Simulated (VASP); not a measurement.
A run of VASP 6.6.1:

INCAR

```
  ALGO = Normal
  EDIFF = 1E-7
  EDIFFG = -0.025
  ENCUT = 600
  GGA = PE
  IBRION = 2
  ISIF = 3
  ISMEAR = 0
  LASPH = T
  LCHARG = F
  LREAL = F
  LWAVE = F
  NELM = 80
  NSW = 80
  PREC = Accurate
  SIGMA = 0.1
```

Contents of KPOINTS:

```
k-points
0
Gamma
  4 2 1
```

File POSCAR:

```
Al5GaAs6
1.0
   -4.0114743429     -0.0502567347     -0.0033501071
   -0.0047343668      0.0742570674     -5.6535885081
   -0.1507151397    -12.1049542564      0.1575785832
Al Ga As
5 1 6
Direct
    0.0317664433      0.9928190752      0.1627606060
   -0.0221571223      1.0117678378      0.8359250689
    0.5301730046      0.4361519103      0.6771694772
   -0.0359353619      0.0112366918      0.5115979719
    0.4962273710      0.4932450433      0.3331740829
    0.4604219968      0.4893561469     -0.0126384604
    0.5496018141      0.2839501781      0.1703459208
    0.0372782515      0.7682436677     -0.0228331440
    0.5290204502      0.2591455900      0.8398356750
   -0.0193347392      0.7673506752      0.6613100184
    0.4872980541      0.2365031827      0.5035314524
   -0.0443601624      0.7502300011      0.3398213307
```

Potentials or basis: VASP PAW PBE potentials, release 64 (Al, Ga_d, As).

The run is started by

```console
$ cat potpaw_PBE.64/Al/POTCAR potpaw_PBE.64/Ga_d/POTCAR potpaw_PBE.64/As/POTCAR > POTCAR
$ mpirun -np 1 vasp_std > vasp.out
```

Hardware: 1 thread of Intel(R) Xeon(R) Platinum 8488C (Sapphire Rapids), with other jobs on the host.

Q: How long does it take, and how much memory?

A: Run time: 22 min on 1 thread of Intel(R) Xeon(R) Platinum 8488C (Sapphire Rapids), with other jobs on the host, peak memory 0.45 GiB. Counts: scf iterations 182, k points 6, ion steps 22.
